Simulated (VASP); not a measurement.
Input of a VASP 6.6.1 run:

POSCAR

```
Au
1.0
   -1.6987007250      1.6987007250      1.7401324500
    1.6987007250     -1.6987007250      1.7401324500
    1.6987007250      1.6987007250     -1.7401324500
Au
1
Direct
    0.0000000000      0.0000000000      0.0000000000
```

File INCAR.step1:

```
SYSTEM = Au
PREC     = Accurate       ! precision mode
ENCUT    = 520            ! plane-wave cutoff, eV
ISMEAR   = 0              ! smearing method
SIGMA    = 0.15           ! smearing width, eV
LREAL    = .FALSE.        ! projectors in reciprocal space
LASPH    = .TRUE.         ! aspherical terms in the spheres
NELM     = 80             ! most SCF steps
NBANDS   = 12             ! bands
GGA      = PE             ! functional
ALGO     = Normal         ! electronic algorithm
EDIFF    = 1E-4           ! SCF threshold, eV
LWAVE    = .TRUE.         ! write WAVECAR
LCHARG   = .FALSE.        ! write CHGCAR
```

The input INCAR.step2:

```
SYSTEM = Au
PREC     = Accurate       ! precision mode
ENCUT    = 520            ! plane-wave cutoff, eV
EDIFF    = 1E-6           ! SCF threshold, eV
ISMEAR   = 0              ! smearing method
SIGMA    = 0.15           ! smearing width, eV
LREAL    = .FALSE.        ! projectors in reciprocal space
LASPH    = .TRUE.         ! aspherical terms in the spheres
NELM     = 80             ! most SCF steps
ALGO     = Normal         ! electronic algorithm
ISIF     = 2              ! what is computed and relaxed
LWAVE    = .FALSE.        ! write WAVECAR
LCHARG   = .TRUE.         ! write CHGCAR
METAGGA  = R2SCAN         ! meta-GGA
LMIXTAU  = .TRUE.       
LELF     = .TRUE.         ! ELF
LVHAR    = .TRUE.       
NBANDS   = 12             ! bands
ISTART   = 1
```

The input KPOINTS:

```
Automatic mesh
0
G
  20 20 20
  0 0 0
```

Potentials or basis: VASP PAW PBE potentials, release 64 (Au).

Command:

```bash
$ cat potpaw_PBE.64/Au/POTCAR > POTCAR
$ cp INCAR.step1 INCAR
$ mpirun -np 1 vasp_std > vasp.out
$ cp INCAR.step2 INCAR
$ mpirun -np 1 vasp_std > vasp.out
```

(1) Predict the pressure.

(2) What does it give for the band gap on the k mesh?

## Answers

(1) -13.3 GPa.

(2) zero (an odd number of electrons rules out a gap without spin polarisation).

Caveat: the cell differs from its parent crystal (strain +0.025 along x and y, +0.050 along z); the cell stands under tension; the PAW data sets were made with another functional, which shifts forces and pressure a little; spin-orbit coupling is left out, which moves the levels of the heavy elements.
